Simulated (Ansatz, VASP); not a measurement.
**GaSi2Ir3 in VASP and in Ansatz**

```
Ir Ga Si
1.0
     2.72028    4.71166    0.00000
    -2.72028    4.71166    0.00000
     0.00000    0.00000    3.68324
Ir Ga Si
3 1 2
Direct
  0.50000 0.50000 0.50000
  0.50000 0.00000 0.50000
  0.00000 0.50000 0.50000
  0.00000 0.00000 0.00000
  0.33333 0.33333 0.00000
  0.66667 0.66667 0.00000
```

Alike in both runs: functional PBEsol; k mesh 6 × 6 × 8; no spin polarisation.

Ansatz relaxed the structure, and its values are those at the end. VASP's run is a single point on that final structure, the one shown.

|  | VASP | Ansatz |
| --- | --- | --- |
| version | VASP 6.6.1 | Ansatz 0.2.0 |
| potentials or method | VASP PAW PBE potentials, release 64 (Ir, Ga_d, Si), cutoff 520 eV | PAW plane waves |
| occupations | fermi-dirac, width 0.1 eV | fermi-dirac |
| valence electrons in the cell | 48 | 72 |

|  | VASP | Ansatz | Ansatz less VASP |
| --- | --- | --- | --- |
| gap on the k mesh at the Fermi level (eV) | none | none | - |
| pressure (GPa) | 0.8 | 0.0 | -0.79 |

VASP's potentials were made for PBE, not for PBEsol. A gap of «none» marks a metal or a gap that the smearing closes. VASP's potentials hold 48 valence electrons a cell and Ansatz's 72, so a difference there can come from the potentials and not from the codes. Ansatz's warnings: structure snapped to symmetry.

Spin-orbit coupling is off throughout.
